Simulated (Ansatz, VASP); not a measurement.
## MgS: VASP beside Ansatz

```xyz
2
Lattice="-0.0520 2.5756 2.5756 2.5756 -0.0520 2.5756 2.5756 2.5756 -0.0520" Properties=species:S:1:pos:R:3 pbc="T T T"
Mg    0.0000    0.0000    0.0000
S     2.5496    2.5496    2.5496
```

Change from the starting cell: equal xy, yz and zx shear strains of -2 %.

Alike in both runs: task single point; functional LDA; k mesh 8 × 8 × 8; occupations fermi-dirac, width 0.01 eV; no spin polarisation.

```csv
,VASP,Ansatz
version,VASP 6.6.1,Ansatz 0.2.0
potentials or method,"VASP PAW LDA potentials, release 64 (Mg, S), cutoff 520 eV","all-electron LAPW, scalar-relativistic"
```

VASP gave:

```
gap on the k mesh at the Fermi level (eV)                     : 2.37
pressure (GPa)                                                : -3.8
traceless stress, the component that is largest in VASP (GPa) : 1.06
```

Which values does Ansatz return?

gap on the k mesh at the Fermi level (eV): 2.37; pressure (GPa): -3.2; traceless stress, the component that is largest in VASP (GPa): 1.06.

LDA's correlation is that of Perdew and Zunger in VASP and of Perdew and Wang (1992) in Ansatz. Ansatz ran all-electron here, and VASP with PAW potentials.
